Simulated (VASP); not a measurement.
SiO2, 12 atoms in the cell. Symmetry: I4/mmm, No. 139, tetragonal system. Conventional cell: a = 9.017 Å, b = 9.017 Å, c = 5.245 Å, α = 90.00°, β = 90.00°, γ = 90.00°. Si (site symmetry m2m) has 4 O at 1.61 to 1.62 Å within 2.1 Å. Within 2.1 Å of O (site symmetry 2/m) lie 2 Si at 1.61 Å. Within 2.1 Å of O (site symmetry m2m) lie 2 Si at 1.62 Å. 

```yaml
Program: VASP 6.6.1
Task: single point
Functional: LDA
Potentials_or_basis: VASP PAW LDA potentials, release 64 (Si, O)
Cutoff: 520 eV
k_mesh: 6 × 6 × 6
Occupations: gaussian, width 0.02 eV
Spin: no spin polarisation
Dipole_correction: no
Further_INCAR_settings: ALGO = Normal; EDIFF = 1e-06; NBANDS = 44
```

Potentials or basis: VASP PAW LDA potentials, release 64 (Si, O).

The run is started by

```bash
$ cat potpaw_LDA.64/Si/POTCAR potpaw_LDA.64/O/POTCAR > POTCAR
$ mpirun -np 1 vasp_std > vasp.out
```

Hardware: 1 thread of Intel Xeon 8259CL, on a shared host.

How long does it take, and how much memory?

Run time: 12 min on 1 thread of Intel Xeon 8259CL (shared host), peak memory 0.42 GiB. Counts: scf iterations 15, k points 30.
